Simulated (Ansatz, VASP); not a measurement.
**Two plane-wave programs on Be3CdO4**

```
Be Cd O
1.0
     2.81356    1.62441    2.86344
    -2.81356    1.62441    2.86344
     0.00000   -3.24882    2.86344
Be Cd O
3 1 4
Direct
  0.42535 0.13166 0.42535
  0.42535 0.42535 0.13166
  0.13166 0.42535 0.42535
  0.79277 0.79277 0.79277
  0.16766 0.16766 0.16766
  0.91188 0.44995 0.91188
  0.91188 0.91188 0.44995
  0.44995 0.91188 0.91188
```

Alike in both runs: task relaxation of cell and atoms; functional PBE; k mesh 3 × 3 × 3; occupations gaussian, width 0.15 eV; no spin polarisation.

|  | VASP | Ansatz |
| --- | --- | --- |
| version | VASP 6.6.1 | Ansatz 0.2.0 |
| potentials or method | VASP PAW PBE potentials, release 64 (Be, Cd, O), cutoff 600 eV | scalar-relativistic, plane waves, PAW |
| valence electrons in the cell | 42 | 50 |

```csv
,VASP,Ansatz,Ansatz less VASP
"gap on the k mesh at the Fermi level, each at its own relaxed structure (eV)",1.46,1.52,+0.059
relaxed volume (Å³/atom),11.46,11.44,-0.017
relaxed cell length with the largest relative difference (Å),4.676,4.671,-0.0054
```

VASP's potentials hold 42 valence electrons a cell and Ansatz's 50, so a difference there can come from the potentials and not from the codes.

The k mesh is coarse, so the values compare programs but aren't converged. Noted on VASP's run: the volume moved by over 15 % at a fixed basis, so the end points are rough.
